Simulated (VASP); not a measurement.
# PPb16 in VASP: single point with PBE

Aim: the single point of PPb16 with PBE.

Everything below comes from runs of VASP 6.6.1. Logs are shortened: lines on timing, memory, paths and dates and some standing lists are left out, and cuts for length are marked.

## Step 1: The cell of the first run

The cell holds a slab with vacuum, 17 atoms: a = 9.900 Å, b = 7.000 Å, c = 17.250 Å, α = 90.00°, β = 90.00°, γ = 90.00°.

## Step 2: Single point, PBE

Input file INCAR:

```
PREC = Accurate
ENCUT = 400
EDIFF = 1E-6
ISMEAR = -1
SIGMA = 0.05
LREAL = False
LASPH = True
NELM = 120
ALGO = Normal
ISIF = 2
LWAVE = False
LCHARG = True
GGA = PE
LELF = True
LVHAR = True
NBANDS = 128
GGA_COMPAT = False
NELMDL = -8
```

Input file KPOINTS:

```
regular mesh
0
Gamma
  2 3 1
```

Input file POSCAR:

```
PPb16
1.0
    9.9000000000      0.0000000000      0.0000000000
    0.0000000000      7.0003570000      0.0000000000
    0.0000000000      0.0000000000     17.2502680000
Pb P
16 1
Direct
    0.2500000000      0.2499999643      0.0579701139
    0.7500000000      0.2499999643      0.0579701139
    0.2500000000      0.7500000357      0.0579701139
    0.7500000000      0.7500000357      0.0579701139
    0.0257427273     -0.0001279935      0.1553473836
    0.4742431313     -0.0001247079      0.1553488908
   -0.0025466667      0.4993219632      0.1454776239
    0.5025110101      0.4993202490      0.1454859716
    0.2499225253      0.2515136014      0.2862360167
    0.7500191919      0.2330743989      0.2427624893
    0.2499222222      0.7504183001      0.2857880817
    0.7500185859      0.7663887713      0.2425573910
   -0.0063411111     -0.0008092444      0.3683407122
    0.5062502020     -0.0008066731      0.3682057577
   -0.0366379798      0.4994939544      0.3413135958
    0.5365269697      0.4994958114      0.3412826978
    0.2499460606      0.0009455232      0.4217413898
```

Potentials or basis: VASP PAW PBE potentials, release 64 (Pb_d, P).

Run with:

```
$ cat potpaw_PBE.64/Pb_d/POTCAR potpaw_PBE.64/P/POTCAR > POTCAR
$ mpirun -np 1 vasp_std > vasp.out
```

OUTCAR:

```text
PREC = Accurate
   ENCUT = 400
   EDIFF = 1E-6
   ISMEAR = -1
   LREAL = False
   LASPH = True
   NELM = 120
   ISIF = 2
   GGA = PE
   NELMDL = -8

 ion  position               nearest neighbor table
   1  0.250  0.250  0.058-   6 3.29   5 3.29   8 3.40   7 3.40   3 3.50   3 3.50   9 3.94
   2  0.750  0.250  0.058-  10 3.19   7 3.37   8 3.37   4 3.50   4 3.50   5 3.65   6 3.65
   3  0.250  0.750  0.058-   6 3.29   5 3.29   8 3.41   7 3.41   1 3.50   1 3.50  11 3.93
   4  0.750  0.750  0.058-  12 3.19   7 3.37   8 3.37   2 3.50   2 3.50   5 3.65   6 3.65
   5  0.026  1.000  0.155-   3 3.29   1 3.29   7 3.51   7 3.52  12 3.52  10 3.52  11 3.61   9 3.62
                             4 3.65   2 3.65  13 3.69
   6  0.474  1.000  0.155-   3 3.29   1 3.29   8 3.51   8 3.52  12 3.52  10 3.52  11 3.61   9 3.62
                             4 3.65   2 3.65  14 3.69
   7  0.997  0.499  0.145-   2 3.37   4 3.37  15 3.40   1 3.40   3 3.41  10 3.51  12 3.51   5 3.51
                             5 3.52   9 3.89  11 3.90
   8  0.503  0.499  0.145-   2 3.37   4 3.37  16 3.39   1 3.40   3 3.41  10 3.51  12 3.51   6 3.51
                             6 3.52   9 3.89  11 3.90
   9  0.250  0.252  0.286-  17 2.92  14 3.40  13 3.40  15 3.46  16 3.46  11 3.49  11 3.51   5 3.62
                             6 3.62   7 3.89   8 3.89   1 3.94
  10  0.750  0.233  0.243-   2 3.19  12 3.27  15 3.29  16 3.29   7 3.51   8 3.51   5 3.52   6 3.52
                            14 3.63  13 3.63  12 3.73
  11  0.250  0.750  0.286-  17 2.93  14 3.39  13 3.39  15 3.47  16 3.47   9 3.49   9 3.51   5 3.61
                             6 3.61   7 3.90   8 3.90   3 3.93
  12  0.750  0.766  0.243-   4 3.19  10 3.27  15 3.29  16 3.30   7 3.51   8 3.51   5 3.52   6 3.52
                            14 3.63  13 3.63  10 3.73
  13  0.994  0.999  0.368-  17 2.70  11 3.39   9 3.40  15 3.54  15 3.55  12 3.63  10 3.63   5 3.69

  14  0.506  0.999  0.368-  17 2.70  11 3.39   9 3.40  16 3.54  16 3.55  12 3.63  10 3.63   6 3.69

  15  0.963  0.499  0.341-  10 3.29  12 3.29   7 3.40   9 3.46  11 3.47  13 3.54  13 3.55
  16  0.537  0.499  0.341-  10 3.29  12 3.30   8 3.39   9 3.46  11 3.47  14 3.54  14 3.55
  17  0.250  0.001  0.422-  13 2.70  14 2.70   9 2.92  11 2.93

  LATTYP: Found a simple orthorhombic cell.
 ALAT       =     7.0003570000
 B/A-ratio  =     1.4142135894
 C/A-ratio  =     2.4641983259

  Lattice vectors:

 A1 = (   0.0000000000,  -7.0003570000,   0.0000000000)
 A2 = (   9.9000000000,   0.0000000000,   0.0000000000)
 A3 = (   0.0000000000,   0.0000000000,  17.2502680000)

Analysis of symmetry for initial positions (statically):
=====================================================================
 Subroutine PRICEL returns:
 Original cell was already a primitive cell.

 Routine SETGRP: Setting up the symmetry group for a
 simple orthorhombic supercell.

 Subroutine GETGRP returns: Found  1 space group operations
 (whereof  1 operations were pure point group operations)
 out of a pool of  8 trial point group operations.

The static configuration has the point symmetry C_1 .

Analysis of symmetry for dynamics (positions and initial velocities):
=====================================================================
 Subroutine PRICEL returns:
 Original cell was already a primitive cell.

 Routine SETGRP: Setting up the symmetry group for a
 simple orthorhombic supercell.

 Subroutine GETGRP returns: Found  1 space group operations
 (whereof  1 operations were pure point group operations)
 out of a pool of  8 trial point group operations.

The dynamic configuration has the point symmetry C_1 .

 Subroutine INISYM returns: Found  1 space group operations
 (whereof  1 operations are pure point group operations),
 and found     1 'primitive' translations

----------------------------------------------------------------------------------------

                                     Primitive cell

  volume of cell :    1195.5045

  direct lattice vectors                    reciprocal lattice vectors
     9.900000000  0.000000000  0.000000000     0.101010101  0.000000000  0.000000000
     0.000000000  7.000357000  0.000000000     0.000000000  0.142849858  0.000000000
     0.000000000  0.000000000 17.250268000     0.000000000  0.000000000  0.057970114

  length of vectors
     9.900000000  7.000357000 17.250268000     0.101010101  0.142849858  0.057970114

  position of ions in fractional coordinates (direct lattice)
     0.250000000  0.249999964  0.057970114
     0.750000000  0.249999964  0.057970114
     0.250000000  0.750000036  0.057970114
     0.750000000  0.750000036  0.057970114
     0.025742727  0.999872006  0.155347384
     0.474243131  0.999875292  0.155348891
[... 9 lines left out ...]
     0.536526970  0.499495811  0.341282698
     0.249946061  0.000945523  0.421741390

  ion indices of the primitive-cell ions
   primitive index   ion index
                 1           1
                 2           2
                 3           3
                 4           4
                 5           5
                 6           6
[... 9 lines left out ...]
                16          16
                17          17

----------------------------------------------------------------------------------------

 KPOINTS: regular mesh

Automatic generation of k-mesh.
 Grid dimensions read from file:
 generate k-points for:    2    3    1

 Generating k-lattice:

  Cartesian coordinates                     Fractional coordinates (reciprocal lattice)
     0.050505051  0.000000000  0.000000000     0.500000000  0.000000000  0.000000000
     0.000000000  0.047616619  0.000000000     0.000000000  0.333333333  0.000000000
     0.000000000  0.000000000  0.057970114     0.000000000  0.000000000  1.000000000

  Length of vectors
     0.050505051  0.047616619  0.057970114

  Shift w.r.t. Gamma in fractional coordinates (k-lattice)
     0.000000000  0.000000000  0.000000000

 Subroutine IBZKPT returns following result:
 ===========================================

 Found      4 irreducible k-points:

 Following reciprocal coordinates:
            Coordinates               Weight
  0.000000  0.000000  0.000000      1.000000
  0.500000  0.000000  0.000000      1.000000
  0.000000  0.333333  0.000000      2.000000
  0.500000  0.333333  0.000000      2.000000
   k-points           NKPTS =      4   k-points in BZ     NKDIM =      4   number of bands    NBANDS=    128
   number of dos      NEDOS =    301   number of ions     NIONS =     17
   total plane-waves  NPLWV = 403200
   dimension x,y,z NGX =    70 NGY =   48 NGZ =  120
   dimension x,y,z NGXF=   140 NGYF=   96 NGZF=  240
   ions per type =              16   1
   NGX,Y,Z   is equivalent  to a cutoff of  11.75, 11.40, 11.56 a.u.
   NGXF,Y,Z  is equivalent  to a cutoff of  23.51, 22.80, 23.13 a.u.
 SYSTEM =  unknown system
   PREC   = accura    normal or accurate (medium, high low for compatibility)
   ISTART =      0    job   : 0-new  1-cont  2-samecut
   ICHARG =      2    charge: 1-file 2-atom 10-const
   ISPIN  =      1    spin polarized calculation?
   LNONCOLLINEAR =      F non collinear calculations
   LSORBIT =      F    spin-orbit coupling
   LASPH  =      T    aspherical Exc in radial PAW
   ENCUT  =  400.0 eV  29.40 Ry    5.42 a.u.  16.14 11.42 28.13*2*pi/ulx,y,z
   NELM   =    120;   NELMIN=  2; NELMDL= -8     # of ELM steps
   EDIFF  = 0.1E-05   stopping-criterion for ELM
   LREAL  =      F    real-space projection
   EDIFFG = 0.1E-04   stopping-criterion for IOM
   NSW    =      0    number of steps for IOM
   IBRION =     -1    ionic relax: 0-MD 1-quasi-New 2-CG
   NFREE  =      0    steps in history (QN), initial steepest desc. (CG)
   ISIF   =      2    stress and relaxation
   ISYM   =      2    0-nonsym 1-usesym 2-fastsym
   POTIM  = 0.5000    time-step for ionic-motion
   TEBEG  =    0.0;   TEEND  =   0.0 temperature during run
   PSTRESS=    0.0 pullay stress
   NELECT =     229.0000    total number of electrons
   NUPDOWN=      -1.0000    fix difference up-down
   EMIN   =  10.00;   EMAX   =-10.00  energy-range for DOS
   EFERMI =   0.00;   METHOD = LEGACY
   ISMEAR =    -1;   SIGMA  =   0.05  broadening in eV -4-tet -1-fermi 0-gaus
   EFERMI_NEDOS =   21; number of points for ismear=-14 and -15
   IALGO  =     38    algorithm
   IMIX   =      4    mixing-type and parameters
     AMIX     =   0.40;   BMIX     =  1.00
     AMIX_MAG =   1.60;   BMIX_MAG =  1.00
  volume/ion in A,a.u.               =      70.32       474.57
  Fermi-wavevector in a.u.,A,eV,Ry     =   0.943705  1.783344 12.117064  0.890579
  Thomas-Fermi vector in A             =   2.071438
   LORBIT       =      0    0 simple, 1 ext, 2 COOP (PROOUT), +10 PAW based schemes
   GGA     = PE    functional components
   LHFCALC =     F    Hartree Fock is set to
   AEXX    =    0.0000 exact exchange contribution
   IVDW    =     0    specifies the selected vdW correction
   LEPSILON=     F    determine dielectric tensor
   LRPA    =     F    only Hartree local field effects (RPA)
 non-spin polarized calculation
  energy-cutoff  :      400.00
  volume of cell :     1195.50
 maximum number of plane-waves:     21788
 NGX is ok and might be reduce to    70
   NGX = 33   NGY = 23   NGZ = 57

 number of electron     228.9999980 magnetization

 Free energy of the ion-electron system (eV)
  ---------------------------------------------------
  ext. energy  EPLUGINS =         0.00000000
  ---------------------------------------------------
  free energy    TOTEN  =       -59.02487897 eV

  energy without entropy =      -58.98787680  energy(sigma->0) =      -59.00637788

 E-fermi :   0.7590     XC(G=0):  -5.2193

 val. band max:        0.6319908166   @ k =   0.5000   0.3333   0.0000
 cond. band min:       0.8720754958   @ k =   0.0000   0.3333   0.0000
 fundamental gap:      0.2400846793
 Fermi energy:         0.7590256005

 k-point     1 :       0.0000    0.0000    0.0000
  band No.  band energies     occupation
      1     -16.3955      2.00000
      2     -16.3841      2.00000
      3     -16.3752      2.00000
      4     -16.3633      2.00000
      5     -16.3610      2.00000
      6     -16.3603      2.00000
[... 505 lines left out ...]
    125       2.6633      0.00000
    126       2.8646      0.00000
 [bands above 126 left out]

------------------------ aborting loop because EDIFF is reached ----------------------------------------

  FORCE on cell =-STRESS in cart. coord.  units (eV):
  Direction    XX          YY          ZZ          XY          YZ          ZX
  --------------------------------------------------------------------------------------
  -------------------------------------------------------------------------------------
  Total        1.2611904      0.1421041     -0.2527211      0.0000417      0.0041005      0.0041435
  in kB        1.6902075      0.1904435     -0.3386889      0.0000559      0.0054954      0.0055529
  external PRESSURE =       0.5139874 kB  Pullay stress =       0.0000000 kB

 VOLUME and BASIS-vectors are now :
 -----------------------------------------------------------------------------
  energy-cutoff  :      400.00
  volume of cell :     1195.50
      direct lattice vectors                 reciprocal lattice vectors
     9.900000000  0.000000000  0.000000000     0.101010101  0.000000000  0.000000000
     0.000000000  7.000357000  0.000000000     0.000000000  0.142849858  0.000000000
     0.000000000  0.000000000 17.250268000     0.000000000  0.000000000  0.057970114

 POSITION                                       TOTAL-FORCE (eV/Angst)
 -----------------------------------------------------------------------------------
      2.47500      1.75009      1.00000        -0.000162     -0.026341      0.005048
      7.42500      1.75009      1.00000        -0.000478      0.039755     -0.011970
      2.47500      5.25027      1.00000        -0.000130      0.023738      0.006480
      7.42500      5.25027      1.00000        -0.000485     -0.044098     -0.015617
      0.25485      6.99946      2.67978        -0.002879     -0.001221      0.007928
      4.69501      6.99948      2.67981         0.003419     -0.001309      0.007973
[... 9 lines left out ...]
      5.31162      3.49665      5.88722         0.002214      0.007907      0.000559
      2.47447      0.00662      7.27515         0.001475     -0.000573      0.005734
 -----------------------------------------------------------------------------------
    total drift:                                0.000062     -0.000704     -0.000421

  FREE ENERGIE OF THE ION-ELECTRON SYSTEM (eV)
  ---------------------------------------------------
  free  energy   TOTEN  =       -59.0248789706 eV

  energy  without entropy=      -58.9878767971  energy(sigma->0) =      -59.00637788
```

It took 33 min on 1 thread of Intel Xeon 8259CL, shared host; peak memory 0.93 GiB.

Results:

```yaml
Free_energy: -59.0249 eV
Largest_force: 0.047 eV/Å
Band_gap_on_the_k_mesh: zero (an odd number of electrons rules out a gap without spin polarisation)
```

Forces in eV/Å, atoms in the order of the input:
```
Pb   0.000 -0.026  0.005
Pb   0.000  0.040 -0.012
Pb   0.000  0.024  0.006
Pb   0.000 -0.044 -0.016
Pb  -0.003 -0.001  0.008
Pb   0.003 -0.001  0.008
Pb  -0.010  0.012 -0.003
Pb   0.011  0.012 -0.003
Pb   0.000 -0.017 -0.013
Pb   0.000  0.001  0.000
Pb   0.000 -0.010  0.001
Pb   0.000 -0.008  0.010
Pb  -0.003  0.002  0.000
Pb   0.002  0.002  0.001
Pb  -0.002  0.008  0.001
Pb   0.002  0.008  0.001
P    0.001 -0.001  0.006
```

Caveat: there is no dipole correction, which matters where the two faces differ; spin-orbit coupling is left out, which moves the levels of the heavy elements.

The gap in the log of VASP goes by the Fermi energy; the results here count the filled bands.